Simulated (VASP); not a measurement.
# Si2Ni (Fm-3m) in VASP: settings compared, part 2 of 2

VASP 6.6.1. Earlier steps stand in the parts before.

## Step 5: Single point, LDA, collinear spin, ferromagnetic start (volume scaled by 0.94)

Input file INCAR:

```
PREC = Accurate
ENCUT = 520
EDIFF = 1E-7
ISMEAR = -1
SIGMA = 0.05
LREAL = F
LASPH = T
NELM = 150
ALGO = Normal
ISIF = 2
LWAVE = F
LCHARG = F
ISPIN = 2
MAGMOM = 1 0 0
LORBIT = 11
LMAXMIX = 4
NBANDS = 20
```

Input file KPOINTS:

```
regular mesh
0
Gamma
  9 9 9
```

Input file POSCAR:

```
Si2Ni
1.0
    0.0000000000      2.6478212519      2.6478212519
    2.6478212519      0.0000000000      2.6478212519
    2.6478212519      2.6478212519      0.0000000000
Ni Si
1 2
Direct
    0.0000000000      0.0000000000      0.0000000000
    0.7500000000      0.7500000000      0.7500000000
    0.2500000000      0.2500000000      0.2500000000
```

Potentials or basis: VASP PAW LDA potentials, release 64 (Ni, Si).

Launch:

```console
$ cat potpaw_LDA.64/Ni/POTCAR potpaw_LDA.64/Si/POTCAR > POTCAR
$ mpirun -np 1 vasp_std > vasp.out
```

OUTCAR:

```text
PREC = Accurate
   ENCUT = 520
   EDIFF = 1E-7
   ISMEAR = -1
   LREAL = F
   LASPH = T
   NELM = 150
   ISIF = 2
   ISPIN = 2
   LORBIT = 11

 ion  position               nearest neighbor table
   1  0.000  0.000  0.000-   2 2.29   2 2.29   2 2.29   2 2.29   3 2.29   3 2.29   3 2.29   3 2.29

   2  0.750  0.750  0.750-   1 2.29   1 2.29   1 2.29   1 2.29   3 2.65   3 2.65   3 2.65   3 2.65
                             3 2.65   3 2.65
   3  0.250  0.250  0.250-   1 2.29   1 2.29   1 2.29   1 2.29   2 2.65   2 2.65   2 2.65   2 2.65
                             2 2.65   2 2.65

  LATTYP: Found a face centered cubic cell.
 ALAT       =     5.2956425038

  Lattice vectors:

 A1 = (   0.0000000000,   2.6478212519,   2.6478212519)
 A2 = (   2.6478212519,   0.0000000000,   2.6478212519)
 A3 = (   2.6478212519,   2.6478212519,   0.0000000000)

Analysis of symmetry for initial positions (statically):
=====================================================================
[... 1307 lines left out ...]

------------------------ aborting loop because EDIFF is reached ----------------------------------------

  FORCE on cell =-STRESS in cart. coord.  units (eV):
  Direction    XX          YY          ZZ          XY          YZ          ZX
  --------------------------------------------------------------------------------------
  -------------------------------------------------------------------------------------
  Total        1.3832019      1.3832019      1.3832019      0.0000000     -0.0000000      0.0000000
  in kB       59.6898089     59.6898089     59.6898089      0.0000000     -0.0000000      0.0000000
  external PRESSURE =      59.6898089 kB  Pullay stress =       0.0000000 kB

 VOLUME and BASIS-vectors are now :
 -----------------------------------------------------------------------------
  energy-cutoff  :      520.00
  volume of cell :       37.13
      direct lattice vectors                 reciprocal lattice vectors
     0.000000000  2.647821252  2.647821252    -0.188834499  0.188834499  0.188834499
     2.647821252  0.000000000  2.647821252     0.188834499 -0.188834499  0.188834499
     2.647821252  2.647821252  0.000000000     0.188834499  0.188834499 -0.188834499

 POSITION                                       TOTAL-FORCE (eV/Angst)
 -----------------------------------------------------------------------------------
      0.00000      0.00000      0.00000         0.000000      0.000000      0.000000
      3.97173      3.97173      3.97173         0.000000      0.000000      0.000000
      1.32391      1.32391      1.32391        -0.000000     -0.000000     -0.000000
 -----------------------------------------------------------------------------------
    total drift:                               -0.000000     -0.000000      0.000000

  FREE ENERGIE OF THE ION-ELECTRON SYSTEM (eV)
  ---------------------------------------------------
  free  energy   TOTEN  =       -19.8767144285 eV

  energy  without entropy=      -19.8674251782  energy(sigma->0) =      -19.87206980

 total charge

# of ion       s       p       d       tot
------------------------------------------
    1        0.598   0.892   8.509  10.000
    2        0.743   0.892   0.000   1.635
    3        0.743   0.892   0.000   1.635
--------------------------------------------------
tot          2.083   2.677   8.509  13.270

 magnetization (x)

# of ion       s       p       d       tot
------------------------------------------
    1       -0.000   0.000   0.000   0.000
    2        0.000   0.000   0.000   0.000
    3        0.000   0.000   0.000   0.000
--------------------------------------------------
tot          0.000   0.000   0.000   0.000
```

OSZICAR:

```text
N       E                     dE             d eps       ncg     rms          rms(c)
DAV:   1     0.745724846564E+02    0.74572E+02   -0.71610E+03  2848   0.909E+02
DAV:   2    -0.164447148942E+02   -0.91017E+02   -0.81402E+02  2956   0.205E+02
DAV:   3    -0.217894570081E+02   -0.53447E+01   -0.52163E+01  3304   0.508E+01
DAV:   4    -0.218787797708E+02   -0.89323E-01   -0.89131E-01  3256   0.593E+00
DAV:   5    -0.218806246100E+02   -0.18448E-02   -0.18446E-02  3400   0.933E-01    0.175E+01
DAV:   6    -0.256387373503E+02   -0.37581E+01   -0.26654E+01  3156   0.116E+02    0.222E+01
DAV:   7    -0.199860645711E+02    0.56527E+01   -0.85516E+00  3532   0.729E+01    0.335E+00
DAV:   8    -0.199360320036E+02    0.50033E-01   -0.84293E-01  3816   0.128E+01    0.277E+00
DAV:   9    -0.198793514879E+02    0.56681E-01   -0.19479E-01  3364   0.797E+00    0.604E-01
DAV:  10    -0.198768285780E+02    0.25229E-02   -0.93632E-03  3812   0.173E+00    0.248E-01
DAV:  11    -0.198767232773E+02    0.10530E-03   -0.90669E-04  4368   0.284E-01    0.102E-01
DAV:  12    -0.198767181385E+02    0.51388E-05   -0.57497E-05  4112   0.131E-01    0.400E-02
DAV:  13    -0.198767157696E+02    0.23689E-05   -0.53016E-06  3836   0.304E-02    0.139E-02
DAV:  14    -0.198767145407E+02    0.12289E-05   -0.12148E-06  3928   0.249E-02    0.581E-03
DAV:  15    -0.198767144156E+02    0.12507E-06   -0.50786E-07  4036   0.100E-02    0.180E-03
DAV:  16    -0.198767144285E+02   -0.12906E-07   -0.41970E-08  1740   0.150E-03
   1 F= -.19876714E+02 E0= -.19872070E+02  d E =-.928925E-02  mag=     0.0000
```

stdout:

```text
POSCAR found type information on POSCAR NiSi
 POSCAR found :  2 types and       3 ions
 scaLAPACK will be used
 LDA part: xc-table for (Slater(with rela. corr.)+CA(PZ))
 , standard interpolation
 POSCAR, INCAR and KPOINTS ok, starting setup
 FFT: planning ... GRIDC
 FFT: planning ... GRID_SOFT
 FFT: planning ... GRID
 WAVECAR not read
 entering main loop
```

It took 23 s on 1 thread of Intel Xeon 6975P-C (Granite Rapids), shared host; peak memory 0.16 GiB.

Results:

| Property | Result |
| --- | --- |
| Free energy | -19.8767 eV |
| Pressure | 6.0 GPa |
| Band gap on the k mesh | zero (filled and empty bands overlap) |
| Net moment | 0.00 μB per cell |
| Valence electrons inside the program's atomic spheres | Ni 10.00; Si 1.64 |

Caveat: the cell differs from its parent crystal (volume scaled by 0.94).

## Step 6: The runs side by side

```csv
task,level,potentials or basis,cell,cutoff (eV),gap on the mesh (eV),pressure (GPa),moment (μB),relaxed volume (Å³/atom)
relaxation of cell and atoms,PBEsol,"VASP PAW PBE potentials, release 64 (Ni, Si)","relaxed from a = 3.823 Å, angles 60.0°, 3 atoms",600,none,0.0,0.00,13.10
relaxation of cell and atoms,RPBE,"VASP PAW PBE potentials, release 64 (Ni, Si)","relaxed from a = 3.823 Å, angles 60.0°, 3 atoms",600,none,0.1,0.00,13.72
single point,LDA,"VASP PAW LDA potentials, release 64 (Ni, Si)","a = 3.823 Å, angles 60.0°, 3 atoms",520,none,-4.2,0.00,-
single point,LDA,"VASP PAW LDA potentials, release 64 (Ni, Si)","a = 3.745 Å, angles 60.0°, 3 atoms",520,none,6.0,0.00,-
```

Alike in all rows: spin collinear, ferromagnetic start; k mesh 9 × 9 × 9; smearing fermi-dirac 0.05 eV.

Caveats: the PAW data sets were made with another functional, which shifts forces and pressure a little (some runs).

Total energies depend on the potentials used, so only differences within one code and one set of settings carry meaning.
